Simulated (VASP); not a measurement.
Input of a VASP 6.6.1 run:

INCAR

```
SYSTEM = BaF2
PREC = Accurate
ENCUT = 600
EDIFF = 1E-6
ISMEAR = 0
SIGMA = 0.05
LREAL = .FALSE.
LASPH = .TRUE.
NELM = 120
ALGO = Normal
ISIF = 2
LWAVE = .FALSE.
LCHARG = .FALSE.
GGA = PS
NBANDS = 19
GGA_COMPAT = .FALSE.
```

Contents of KPOINTS:

```
regular mesh
0
G
  6 6 6
  0 0 0
```

POSCAR

```
BaF2
1.0
    0.0000000000      3.0689008577      3.0689008577
    3.0689008577      0.0000000000      3.0689008577
    3.0689008577      3.0689008577      0.0000000000
Ba F
1 2
Direct
    0.0000000000      0.0000000000      0.0000000000
    0.2500000000      0.2500000000      0.2500000000
    0.7500000000      0.7500000000      0.7500000000
```

Potentials or basis: VASP PAW PBE potentials, release 64 (Ba_sv, F).

Launch:

```sh
$ cat potpaw_PBE.64/Ba_sv/POTCAR potpaw_PBE.64/F/POTCAR > POTCAR
$ mpirun -np 1 vasp_std > vasp.out
```

Question: Estimate the band gap on the k mesh.

Answer: 6.77 eV, indirect (least direct gap 6.85 eV).

Question: Estimate the pressure.

Answer: 1.2 GPa.

Caveat: the PAW data sets were made with another functional, which shifts forces and pressure a little; spin-orbit coupling is left out, which moves the levels of the heavy elements. A k mesh can miss the band edges.
